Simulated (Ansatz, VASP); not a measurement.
## Ga in VASP and in Ansatz

Contents of INCAR:

```
SYSTEM = Ga
PREC = Accurate
ENCUT = 520
EDIFF = 1E-7
ISMEAR = -1
SIGMA = 0.05
LREAL = .False.
LASPH = .True.
NELM = 60
ALGO = Fast
ISIF = 2
LWAVE = .False.
LCHARG = .False.
GGA = PE
NBANDS = 20
```

Contents of KPOINTS:

```
Automatic mesh
0
Gamma
  8 8 7
  0 0 0
```

Contents of POSCAR:

```
Ga
1.0
    1.4500000000     -4.0650000000      0.0000000000
    1.4500000000      4.0650000000      0.0000000000
    0.0000000000      0.0000000000      3.2968000000
Ga
2
Direct
    0.1330000000      0.8670000000      0.7500000000
    0.8670000000      0.1330000000      0.2500000000
```

input.yaml

```yaml
crystal:
  lattice:
    - [1.45, -4.065, 0.0]
    - [1.45, 4.065, 0.0]
    - [0.0, 0.0, 3.2968]
  atoms:
    - { symbol: Ga, position: [0.133, 0.867, 0.75] }
    - { symbol: Ga, position: [0.867, 0.133, 0.25] }
hamiltonian:
  xc: pbe
  pseudopotentials: { kind: paw }
kpoints:
  mp_grid: { grid: [8, 8, 7] }
  band_path:
    path:
      - [[0.0, 0.0, 0.0], [0.2818093587, 0.2818093587, 0.0], [0.0, 0.5, 0.0], [0.0, 0.5, 0.5], [0.2818093587, 0.2818093587, 0.5], [0.0, 0.0, 0.5], [0.0, 0.0, 0.0], [-0.5, 0.5, 0.0], [-0.2818093587, 0.7181906413, 0.0], [-0.2818093587, 0.7181906413, 0.5], [-0.5, 0.5, 0.5], [-0.5, 0.5, 0.0]]
      - [[0.0, 0.0, 0.5], [-0.5, 0.5, 0.5]]
    npoints: 14
scf:
  occupations: { method: fermi_dirac, width: 0.05 }
  n_extra_bands: 6
output:
  forces: true
  stress: true
  eigenvalues: true
  fatbands: false
```

Alike in both runs: functional PBE; k mesh 8 × 8 × 7; occupations fermi-dirac, width 0.05 eV; no spin polarisation.

|  | VASP | Ansatz |
| --- | --- | --- |
| version | VASP 6.6.1 | Ansatz 0.2.0 |
| potentials or method | VASP PAW PBE potentials, release 64 (Ga_d) | Ansatz PAW |
| plane-wave cutoff (eV) | 520 | 420 |
| valence electrons in the cell | 26 | 26 |
| task | single point | band structure |

|  | VASP | Ansatz | Ansatz less VASP |
| --- | --- | --- | --- |
| gap on the k mesh at the Fermi level (eV) | none | none | - |
| pressure (GPa) | -0.2 | -0.2 | -0.06 |
| traceless stress, the component that is largest in VASP (GPa) | -2.10 | -2.10 | +0.005 |
| rms of the force components (eV/Å) | 0.090 | 0.089 | -0.0010 |

Atom by atom the forces differ by 0.001 eV/Å (rms over components). A gap of «none» marks a metal or a gap that the smearing closes.
